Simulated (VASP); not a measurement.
# SrCl2 (Fm-3m) in VASP: notebook

The runs below take SrCl2 through single point, relaxation of cell and atoms, with PBE+D3(BJ).

Program: VASP 6.6.1. These are calculated values, not measurements. Logs are shortened: lines on timing, memory, paths and dates and some standing lists are left out, and cuts for length are marked.

### 1 The cell of the first run

It takes space group Fm-3m (No. 225, cubic). Conventional cell: a = 6.957 Å, b = 6.957 Å, c = 6.957 Å, α = 90.00°, β = 90.00°, γ = 90.00°. Within 4.0 Å of Sr (site symmetry m-3m) lie 8 Cl at 3.01 Å. Within 4.0 Å of Cl (site symmetry -43m) lie 4 Sr at 3.01 Å and 6 Cl at 3.48 Å.

### 2 Single point, PBE+D3(BJ)

INCAR

```
PREC = Accurate
ENCUT = 520
EDIFF = 1E-7
ISMEAR = 0
SIGMA = 0.02
LREAL = False
LASPH = True
NELM = 60
ALGO = Normal
ISIF = 2
LWAVE = False
LCHARG = False
GGA = PE
IVDW = 12
NBANDS = 19
```

KPOINTS

```
Automatic mesh
0
Gamma
  6 6 6
```

POSCAR

```
SrCl2
1.0
    0.0000000000      3.4786162718      3.4786162718
    3.4786162718      0.0000000000      3.4786162718
    3.4786162718      3.4786162718      0.0000000000
Sr Cl
1 2
Direct
    0.0000000000      0.0000000000      0.0000000000
    0.2500000000      0.2500000000      0.2500000000
    0.7500000000      0.7500000000      0.7500000000
```

Potentials or basis: VASP PAW PBE potentials, release 64 (Sr_sv, Cl).

Run with:

```bash
> cat potpaw_PBE.64/Sr_sv/POTCAR potpaw_PBE.64/Cl/POTCAR > POTCAR
> mpirun -np 1 vasp_std > vasp.out
```

OUTCAR:

```text
PREC = Accurate
   ENCUT = 520
   EDIFF = 1E-7
   ISMEAR = 0
   LREAL = False
   LASPH = True
   NELM = 60
   ISIF = 2
   GGA = PE
   IVDW = 12
 IVDW          = 12

 ion  position               nearest neighbor table
   1  0.000  0.000  0.000-   3 3.01   3 3.01   3 3.01   2 3.01   3 3.01   2 3.01   2 3.01   2 3.01

   2  0.250  0.250  0.250-   1 3.01   1 3.01   1 3.01   1 3.01
   3  0.750  0.750  0.750-   1 3.01   1 3.01   1 3.01   1 3.01

  LATTYP: Found a face centered cubic cell.
 ALAT       =     6.9572325436

  Lattice vectors:

 A1 = (   0.0000000000,   3.4786162718,   3.4786162718)
 A2 = (   3.4786162718,   0.0000000000,   3.4786162718)
 A3 = (   3.4786162718,   3.4786162718,   0.0000000000)

Analysis of symmetry for initial positions (statically):
=====================================================================
 Subroutine PRICEL returns:
 Original cell was already a primitive cell.

 Routine SETGRP: Setting up the symmetry group for a
 face centered cubic supercell.

 Subroutine GETGRP returns: Found 48 space group operations
 (whereof 48 operations were pure point group operations)
 out of a pool of 48 trial point group operations.

The static configuration has the point symmetry O_h .

Analysis of symmetry for dynamics (positions and initial velocities):
=====================================================================
 Subroutine PRICEL returns:
 Original cell was already a primitive cell.

 Routine SETGRP: Setting up the symmetry group for a
 face centered cubic supercell.

 Subroutine GETGRP returns: Found 48 space group operations
 (whereof 48 operations were pure point group operations)
 out of a pool of 48 trial point group operations.

The dynamic configuration has the point symmetry O_h .

 Subroutine INISYM returns: Found 48 space group operations
 (whereof 48 operations are pure point group operations),
 and found     1 'primitive' translations

----------------------------------------------------------------------------------------

                                     Primitive cell

  volume of cell :      84.1879

  direct lattice vectors                    reciprocal lattice vectors
     0.000000000  3.478616272  3.478616272    -0.143735313  0.143735313  0.143735313
     3.478616272  0.000000000  3.478616272     0.143735313 -0.143735313  0.143735313
     3.478616272  3.478616272  0.000000000     0.143735313  0.143735313 -0.143735313

  length of vectors
     4.919506310  4.919506310  4.919506310     0.248956866  0.248956866  0.248956866

[... 73 lines left out ...]
   EDIFF  = 0.1E-06   stopping-criterion for ELM
   LREAL  =      F    real-space projection
   EDIFFG = 0.1E-05   stopping-criterion for IOM
   NSW    =      0    number of steps for IOM
   IBRION =     -1    ionic relax: 0-MD 1-quasi-New 2-CG
   NFREE  =      0    steps in history (QN), initial steepest desc. (CG)
   ISIF   =      2    stress and relaxation
   ISYM   =      2    0-nonsym 1-usesym 2-fastsym
   POTIM  = 0.5000    time-step for ionic-motion
   TEBEG  =    0.0;   TEEND  =   0.0 temperature during run
   PSTRESS=    0.0 pullay stress
   NELECT =      24.0000    total number of electrons
   NUPDOWN=      -1.0000    fix difference up-down
   EMIN   =  10.00;   EMAX   =-10.00  energy-range for DOS
   EFERMI =   0.00;   METHOD = LEGACY
   ISMEAR =     0;   SIGMA  =   0.02  broadening in eV -4-tet -1-fermi 0-gaus
   EFERMI_NEDOS =   21; number of points for ismear=-14 and -15
   IALGO  =     38    algorithm
   IMIX   =      4    mixing-type and parameters
     AMIX     =   0.40;   BMIX     =  1.00
     AMIX_MAG =   1.60;   BMIX_MAG =  1.00
  volume/ion in A,a.u.               =      28.06       189.38
  Fermi-wavevector in a.u.,A,eV,Ry     =   1.077446  2.036077 15.794857  1.160889
  Thomas-Fermi vector in A             =   2.213358
   LORBIT       =      0    0 simple, 1 ext, 2 COOP (PROOUT), +10 PAW based schemes
   GGA     = PE    functional components
   LHFCALC =     F    Hartree Fock is set to
   AEXX    =    0.0000 exact exchange contribution
   IVDW    =    12    specifies the selected vdW correction
   LEPSILON=     F    determine dielectric tensor
   LRPA    =     F    only Hartree local field effects (RPA)
 non-spin polarized calculation
 Gauss-broadening in eV      SIGMA  =   0.02
  energy-cutoff  :      520.00
  volume of cell :       84.19
 maximum number of plane-waves:      2285
 NGX is ok and might be reduce to    40
   NGX = 19   NGY = 19   NGZ = 19

 number of electron      24.0000003 magnetization

 Free energy of the ion-electron system (eV)
  ---------------------------------------------------
  ext. energy  EPLUGINS =         0.00000000
  ---------------------------------------------------
  free energy    TOTEN  =       -12.77664377 eV

  energy without entropy =      -12.77664377  energy(sigma->0) =      -12.77664377

 E-fermi :   0.2928     XC(G=0):  -8.3191

 val. band max:        0.2078988447   @ k =   0.5000   0.5000   0.0000
 cond. band min:       5.5786924174   @ k =   0.0000   0.0000   0.0000
 fundamental gap:      5.3707935726
 Fermi energy:         0.2928213582

 k-point     1 :       0.0000    0.0000    0.0000
  band No.  band energies     occupation
      1     -32.6516      2.00000
      2     -14.6469      2.00000
      3     -14.6469      2.00000
      4     -14.6469      2.00000
      5     -13.1236      2.00000
      6     -12.2564      2.00000
[... 329 lines left out ...]
      6     -12.3874      2.00000
[... 11 lines left out ...]
     18       9.8217      0.00000
     19      10.2581      0.00000

------------------------ aborting loop because EDIFF is reached ----------------------------------------

 Edisp (eV)   -0.67011

 E8    (eV) :    -0.2900

  FORCE on cell =-STRESS in cart. coord.  units (eV):
  Direction    XX          YY          ZZ          XY          YZ          ZX
  --------------------------------------------------------------------------------------
  -------------------------------------------------------------------------------------
  Total       0.04615     0.04615     0.04615    -0.00000     0.00000     0.00000
  in kB       0.87826     0.87826     0.87826    -0.00000     0.00000     0.00000
  external pressure =        0.88 kB  Pullay stress =        0.00 kB

 VOLUME and BASIS-vectors are now :
 -----------------------------------------------------------------------------
  energy-cutoff  :      520.00
  volume of cell :       84.19
      direct lattice vectors                 reciprocal lattice vectors
     0.000000000  3.478616272  3.478616272    -0.143735313  0.143735313  0.143735313
     3.478616272  0.000000000  3.478616272     0.143735313 -0.143735313  0.143735313
     3.478616272  3.478616272  0.000000000     0.143735313  0.143735313 -0.143735313

 POSITION                                       TOTAL-FORCE (eV/Angst)
 -----------------------------------------------------------------------------------
      0.00000      0.00000      0.00000        -0.000000      0.000000     -0.000000
      1.73931      1.73931      1.73931         0.000000      0.000000      0.000000
      5.21792      5.21792      5.21792        -0.000000     -0.000000     -0.000000
 -----------------------------------------------------------------------------------
    total drift:                               -0.000000     -0.000000      0.000000

  FREE ENERGIE OF THE ION-ELECTRON SYSTEM (eV)
  ---------------------------------------------------
  free  energy   TOTEN  =       -13.4467489958 eV

  energy  without entropy=      -13.4467489958  energy(sigma->0) =      -13.44674900
```

stdout:

```text
POSCAR found type information on POSCAR SrCl
 POSCAR found :  2 types and       3 ions
 scaLAPACK will be used
 LDA part: xc-table for (Slater+PW92), standard interpolation
 POSCAR, INCAR and KPOINTS ok, starting setup
 FFT: planning ... GRIDC
 FFT: planning ... GRID_SOFT
 FFT: planning ... GRID
 WAVECAR not read
 entering main loop
```

Run time: 26 s. Hardware: 1 thread of Intel Xeon Platinum 8124M at 3.00GHz (Skylake/Cascade Lake), shared host; peak memory 0.25 GiB.

What came out:

| Quantity | Value |
| --- | --- |
| Free energy | -13.4467 eV |
| Pressure | 0.1 GPa |
| Band gap on the k mesh | 5.37 eV, indirect (least direct gap 5.50 eV) |
| Dispersion energy per atom | -0.223 eV |

### 3 Relaxation of cell and atoms, PBE+D3(BJ)

This run uses another cell than the first one, of 28.23 Å³/atom, 1.006 times its volume.

INCAR

```
PREC     = Accurate       # precision mode
ENCUT    = 600            # plane-wave cutoff, eV
EDIFF    = 1E-6           # SCF threshold, eV
ISMEAR   = 0              # smearing method
SIGMA    = 0.02           # smearing width, eV
LREAL    = False          # projectors in reciprocal space
LASPH    = True           # aspherical terms in the spheres
NELM     = 80             # most SCF steps
ALGO     = Normal         # electronic algorithm
ISIF     = 3              # what is computed and relaxed
LWAVE    = False          # write WAVECAR
LCHARG   = False          # write CHGCAR
GGA      = PE             # functional
IVDW     = 12             # dispersion correction
IBRION   = 2              # ionic algorithm
NSW      = 100            # ionic steps
EDIFFG   = -0.005         # ionic threshold
```

KPOINTS

```
regular mesh
0
Gamma
  6 6 6
```

POSCAR

```
SrCl2
1.0
    0.0000000000      3.4855000000      3.4855000000
    3.4855000000      0.0000000000      3.4855000000
    3.4855000000      3.4855000000      0.0000000000
Sr Cl
1 2
Direct
    0.0000000000      0.0000000000      0.0000000000
    0.2500000000      0.2500000000      0.2500000000
    0.7500000000      0.7500000000      0.7500000000
```

Potentials or basis: VASP PAW PBE potentials, release 64 (Sr_sv, Cl).

Run with:

```bash
> cat potpaw_PBE.64/Sr_sv/POTCAR potpaw_PBE.64/Cl/POTCAR > POTCAR
> mpirun -np 1 vasp_std > vasp.out
```

Wall time 38 s (1 thread of Intel Xeon Platinum 8124M at 3.00GHz (Skylake/Cascade Lake), shared host); peak memory 0.25 GiB.

It converged, with:

| Quantity | Value |
| --- | --- |
| Free energy | -13.4472 eV |
| Relaxed volume | 28.16 Å³/atom |
| Relaxed cell | a = 4.925 Å, b = 4.925 Å, c = 4.925 Å, α = 60.00°, β = 60.00°, γ = 60.00° |
| Space group after relaxing (to 0.05 Å) | Fm-3m (No. 225) |
| Energy gained by relaxing | 0.0 meV/atom |
| Ionic steps | 2 |
| Pressure after relaxing | 0.0 GPa |
| Band gap on the k mesh | 5.36 eV, indirect (least direct gap 5.50 eV) |
| Dispersion energy per atom | -0.223 eV |

Final structure:
```
Sr Cl
1.0
     0.00000    3.48269    3.48269
     3.48269    0.00000    3.48269
     3.48269    3.48269    0.00000
Sr Cl
1 2
Direct
  0.00000 0.00000 0.00000
  0.25000 0.25000 0.25000
  0.75000 0.75000 0.75000
```

Levels at points of the mesh, in eV from the valence-band top:
```tsv
k point	band 10	band 11	band 12	band 13	band 14	band 15
(0.00, 0.00, 0.00)	-0.34	-0.34	-0.34	5.36	6.10	6.10
(0.50, 0.00, 0.00)	-1.33	-1.05	-1.05	6.72	6.72	7.52
(0.50, 0.50, 0.00)	-0.41	-0.41	0.00	5.50	7.05	7.61
```

A k mesh can miss the band edges. Expect the measured gap to be larger: semilocal functionals such as PBE lack the derivative discontinuity.
